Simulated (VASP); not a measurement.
# SiO2 (P6_422) in VASP: a series of runs, part 3 of 3

VASP 6.6.1.

### Step 4. Single point, PBE (strain +0.030 along x and y, +0.000 along z)

Contents of INCAR:

```
PREC = Accurate
ENCUT = 520
EDIFF = 1E-6
ISMEAR = 0
SIGMA = 0.05
LREAL = F
LASPH = T
NELM = 60
ALGO = Normal
ISIF = 2
LWAVE = F
LCHARG = F
GGA = PE
NBANDS = 34
```

Contents of KPOINTS:

```
regular mesh
0
Gamma
  6 6 4
```

Contents of POSCAR:

```
SiO2
1.0
    5.2585392688      0.0000000000      0.0000000000
   -2.6292696344      4.5540285936      0.0000000000
    0.0000000000      0.0000000000      5.5850467960
Si O
3 6
Direct
    0.0000000000      0.5000000000      0.3333333333
    0.5000000000      0.5000000000      0.6666666667
    0.5000000000      0.0000000000      0.0000000000
    0.5839605948      0.7919802974      0.8333333333
    0.7919802974      0.5839605948      0.5000000000
    0.7919802974      0.2080197026      0.1666666667
    0.4160394052      0.2080197026      0.8333333333
    0.2080197026      0.4160394052      0.5000000000
    0.2080197026      0.7919802974      0.1666666667
```

Potentials or basis: VASP PAW PBE potentials, release 64 (Si, O).

The run is started by

```bash
> cat potpaw_PBE.64/Si/POTCAR potpaw_PBE.64/O/POTCAR > POTCAR
> mpirun -np 1 vasp_std > vasp.out
```

OUTCAR:

```text
PREC = Accurate
   ENCUT = 520
   EDIFF = 1E-6
   ISMEAR = 0
   LREAL = F
   LASPH = T
   NELM = 60
   ISIF = 2
   GGA = PE

 ion  position               nearest neighbor table
   1  0.000  0.500  0.333-   6 1.66   9 1.66   8 1.66   5 1.66
   2  0.500  0.500  0.667-   4 1.66   7 1.66   5 1.66   8 1.66
   3  0.500  0.000  0.000-   4 1.66   7 1.66   6 1.66   9 1.66
   4  0.584  0.792  0.833-   2 1.66   3 1.66
   5  0.792  0.584  0.500-   1 1.66   2 1.66
   6  0.792  0.208  0.167-   1 1.66   3 1.66
   7  0.416  0.208  0.833-   2 1.66   3 1.66
   8  0.208  0.416  0.500-   1 1.66   2 1.66
   9  0.208  0.792  0.167-   1 1.66   3 1.66

  LATTYP: Found a hexagonal cell.
 ALAT       =     5.2585392688
 C/A-ratio  =     1.0620909174

  Lattice vectors:

 A1 = (   5.2585392688,   0.0000000000,   0.0000000000)
 A2 = (  -2.6292696344,   4.5540285936,   0.0000000000)
 A3 = (   0.0000000000,   0.0000000000,   5.5850467960)

Analysis of symmetry for initial positions (statically):
=====================================================================
 Subroutine PRICEL returns:
 Original cell was already a primitive cell.

 Routine SETGRP: Setting up the symmetry group for a
 hexagonal supercell.

 Subroutine GETGRP returns: Found 12 space group operations
 (whereof  4 operations were pure point group operations)
 out of a pool of 24 trial point group operations.

The static configuration has the point symmetry D_2 .
 The point group associated with its full space group is D_6 .

Analysis of symmetry for dynamics (positions and initial velocities):
=====================================================================
 Subroutine PRICEL returns:
 Original cell was already a primitive cell.

 Routine SETGRP: Setting up the symmetry group for a
 hexagonal supercell.

 Subroutine GETGRP returns: Found 12 space group operations
 (whereof  4 operations were pure point group operations)
 out of a pool of 24 trial point group operations.

The dynamic configuration has the point symmetry D_2 .
 The point group associated with its full space group is D_6 .

 Subroutine INISYM returns: Found 12 space group operations
 (whereof  4 operations are pure point group operations),
 and found     1 'primitive' translations

----------------------------------------------------------------------------------------

                                     Primitive cell

  volume of cell :     133.7481

  direct lattice vectors                    reciprocal lattice vectors
     5.258539269  0.000000000  0.000000000     0.190166879  0.109792899  0.000000000
    -2.629269634  4.554028594  0.000000000     0.000000000  0.219585797  0.000000000
     0.000000000  0.000000000  5.585046796     0.000000000  0.000000000  0.179049529

  length of vectors
     5.258539269  5.258539269  5.585046796     0.219585797  0.219585797  0.179049529

  position of ions in fractional coordinates (direct lattice)
     0.000000000  0.500000000  0.333333333
     0.500000000  0.500000000  0.666666667
     0.500000000  0.000000000  0.000000000
     0.583960595  0.791980297  0.833333333
     0.791980297  0.583960595  0.500000000
     0.791980297  0.208019703  0.166666667
     0.416039405  0.208019703  0.833333333
     0.208019703  0.416039405  0.500000000
     0.208019703  0.791980297  0.166666667

[... 38 lines left out ...]
 Following reciprocal coordinates:
            Coordinates               Weight
  0.000000  0.000000  0.000000      1.000000
  0.166667  0.000000  0.000000      6.000000
  0.333333  0.000000  0.000000      6.000000
  0.500000  0.000000  0.000000      3.000000
  0.166667  0.166667  0.000000      6.000000
  0.333333  0.166667  0.000000     12.000000
[... 13 lines left out ...]
  0.333333  0.166667  0.500000     12.000000
  0.333333  0.333333  0.500000      2.000000
   k-points           NKPTS =     21   k-points in BZ     NKDIM =     21   number of bands    NBANDS=     34
   number of dos      NEDOS =    301   number of ions     NIONS =      9
   total plane-waves  NPLWV =  67200
   dimension x,y,z NGX =    40 NGY =   40 NGZ =   42
   dimension x,y,z NGXF=    80 NGYF=   80 NGZF=   84
   ions per type =               3   6
   NGX,Y,Z   is equivalent  to a cutoff of  12.65, 12.65, 12.50 a.u.
   NGXF,Y,Z  is equivalent  to a cutoff of  25.29, 25.29, 25.00 a.u.
 SYSTEM =  unknown system
   PREC   = accura    normal or accurate (medium, high low for compatibility)
   ISTART =      0    job   : 0-new  1-cont  2-samecut
   ICHARG =      2    charge: 1-file 2-atom 10-const
   ISPIN  =      1    spin polarized calculation?
   LNONCOLLINEAR =      F non collinear calculations
   LSORBIT =      F    spin-orbit coupling
   LASPH  =      T    aspherical Exc in radial PAW
   ENCUT  =  520.0 eV  38.22 Ry    6.18 a.u.   9.78  9.78 10.38*2*pi/ulx,y,z
   NELM   =     60;   NELMIN=  2; NELMDL= -5     # of ELM steps
   EDIFF  = 0.1E-05   stopping-criterion for ELM
   LREAL  =      F    real-space projection
[... 7 lines left out ...]
   TEBEG  =    0.0;   TEEND  =   0.0 temperature during run
   PSTRESS=    0.0 pullay stress
   NELECT =      48.0000    total number of electrons
   NUPDOWN=      -1.0000    fix difference up-down
   EMIN   =  10.00;   EMAX   =-10.00  energy-range for DOS
   EFERMI =   0.00;   METHOD = LEGACY
   ISMEAR =     0;   SIGMA  =   0.05  broadening in eV -4-tet -1-fermi 0-gaus
   EFERMI_NEDOS =   21; number of points for ismear=-14 and -15
   IALGO  =     38    algorithm
   IMIX   =      4    mixing-type and parameters
     AMIX     =   0.40;   BMIX     =  1.00
     AMIX_MAG =   1.60;   BMIX_MAG =  1.00
  volume/ion in A,a.u.               =      14.86       100.29
  Fermi-wavevector in a.u.,A,eV,Ry     =   1.163392  2.198492 18.415221  1.353481
  Thomas-Fermi vector in A             =   2.299942
   LORBIT       =      0    0 simple, 1 ext, 2 COOP (PROOUT), +10 PAW based schemes
   GGA     = PE    functional components
   LHFCALC =     F    Hartree Fock is set to
   AEXX    =    0.0000 exact exchange contribution
   IVDW    =     0    specifies the selected vdW correction
   LEPSILON=     F    determine dielectric tensor
   LRPA    =     F    only Hartree local field effects (RPA)
 non-spin polarized calculation
 Gauss-broadening in eV      SIGMA  =   0.05
  energy-cutoff  :      520.00
  volume of cell :      133.75
 maximum number of plane-waves:      3613
 NGX is ok and might be reduce to    40
   NGX = 19   NGY = 19   NGZ = 21

 number of electron      48.0000000 magnetization

 Free energy of the ion-electron system (eV)
  ---------------------------------------------------
  ext. energy  EPLUGINS =         0.00000000
  ---------------------------------------------------
  free energy    TOTEN  =       -70.89040314 eV

  energy without entropy =      -70.89040314  energy(sigma->0) =      -70.89040314

 E-fermi :   0.1980     XC(G=0):  -8.3816

 val. band max:       -0.0652477224   @ k =   0.5000   0.0000   0.0000
 cond. band min:       5.0329997740   @ k =   0.0000   0.0000   0.0000
 fundamental gap:      5.0982474964
 Fermi energy:         0.1979817924

 k-point     1 :       0.0000    0.0000    0.0000
  band No.  band energies     occupation
      1     -19.0427      2.00000
      2     -17.7024      2.00000
      3     -17.7024      2.00000
      4     -17.2238      2.00000
      5     -17.1939      2.00000
      6     -17.1939      2.00000
[... 766 lines left out ...]
     33      10.9472      0.00000
     34      11.0404      0.00000

------------------------ aborting loop because EDIFF is reached ----------------------------------------

  FORCE on cell =-STRESS in cart. coord.  units (eV):
  Direction    XX          YY          ZZ          XY          YZ          ZX
  --------------------------------------------------------------------------------------
  -------------------------------------------------------------------------------------
  Total       -8.2199261     -8.2199261     -6.3425813      0.0000000      0.0000000      0.0000000
  in kB      -98.4670223    -98.4670223    -75.9781887      0.0000000      0.0000000      0.0000000
  external PRESSURE =     -90.9707445 kB  Pullay stress =       0.0000000 kB

 VOLUME and BASIS-vectors are now :
 -----------------------------------------------------------------------------
  energy-cutoff  :      520.00
  volume of cell :      133.75
      direct lattice vectors                 reciprocal lattice vectors
     5.258539269  0.000000000  0.000000000     0.190166879  0.109792899  0.000000000
    -2.629269634  4.554028594  0.000000000     0.000000000  0.219585797  0.000000000
     0.000000000  0.000000000  5.585046796     0.000000000  0.000000000  0.179049529

 POSITION                                       TOTAL-FORCE (eV/Angst)
 -----------------------------------------------------------------------------------
     -1.31463      2.27701      1.86168         0.000000      0.000000      0.000000
      1.31463      2.27701      3.72336         0.000000     -0.000000     -0.000000
      2.62927      0.00000      0.00000         0.000000     -0.000000      0.000000
      0.98845      3.60670      4.65421        -0.372977     -0.215338      0.000000
      2.62927      2.65937      2.79252         0.000000     -0.430677      0.000000
      3.61772      0.94733      0.93084        -0.372977      0.215338     -0.000000
      1.64082      0.94733      4.65421         0.372977      0.215338     -0.000000
     -0.00000      1.89466      2.79252         0.000000      0.430677      0.000000
     -0.98845      3.60670      0.93084         0.372977     -0.215338     -0.000000
 -----------------------------------------------------------------------------------
    total drift:                               -0.000000      0.000000     -0.000001

  FREE ENERGIE OF THE ION-ELECTRON SYSTEM (eV)
  ---------------------------------------------------
  free  energy   TOTEN  =       -70.8904031361 eV

  energy  without entropy=      -70.8904031361  energy(sigma->0) =      -70.89040314
```

Run time: 1.9 min. Hardware: 1 thread of Intel Xeon 8259CL, shared host; peak memory 0.27 GiB.

What came out:

```
Free energy            : -70.8904 eV
Pressure               : -9.1 GPa
Largest force          : 0.431 eV/Å
Band gap on the k mesh : 5.10 eV (least direct gap 5.33 eV)
```

Forces on the atoms (eV/Å):
```
Si   0.000  0.000  0.000
Si   0.000  0.000  0.000
Si   0.000  0.000  0.000
O   -0.373 -0.215  0.000
O    0.000 -0.431  0.000
O   -0.373  0.215  0.000
O    0.373  0.215  0.000
O    0.000  0.431  0.000
O    0.373 -0.215  0.000
```

Levels at points of the mesh, in eV from the valence-band top:
```csv
k point,band 22,band 23,band 24,band 25,band 26,band 27
"(0.00, 0.00, 0.00)",-0.40,-0.40,-0.23,5.10,8.48,8.48
"(0.50, 0.00, 0.00)",-0.86,-0.29,0.00,7.08,7.89,9.08
"(0.00, 0.00, 0.50)",-0.24,-0.03,-0.03,6.94,6.94,8.20
"(0.50, 0.00, 0.50)",-0.64,-0.61,-0.34,7.38,8.25,9.00
```

Caveat: the cell differs from its parent crystal (strain +0.030 along x and y, +0.000 along z); the cell stands under tension. A k mesh can miss the band edges.

### Step 5. Overview

```tsv
cell	gap on the mesh (eV)	pressure (GPa)	largest force (eV/Å)
a = 5.259, b = 5.259, c = 5.501 Å, angles 90.0, 90.0, 120.0°, 9 atoms	5.21	-7.0	0.36
a = 5.182, b = 5.182, c = 5.669 Å, angles 90.0, 90.0, 120.0°, 9 atoms	5.22	-7.0	0.31
a = 5.259, b = 5.259, c = 5.585 Å, angles 90.0, 90.0, 120.0°, 9 atoms	5.10	-9.1	0.43
```

Alike in all rows: task single point; level PBE; potentials or basis VASP PAW PBE potentials, release 64 (Si, O); no spin polarisation; k mesh 6 × 6 × 4; cutoff (eV) 520; smearing gaussian 0.05 eV.

Caveats: the cell stands under tension.

Absolute energies hang on the potentials; compare differences alone.
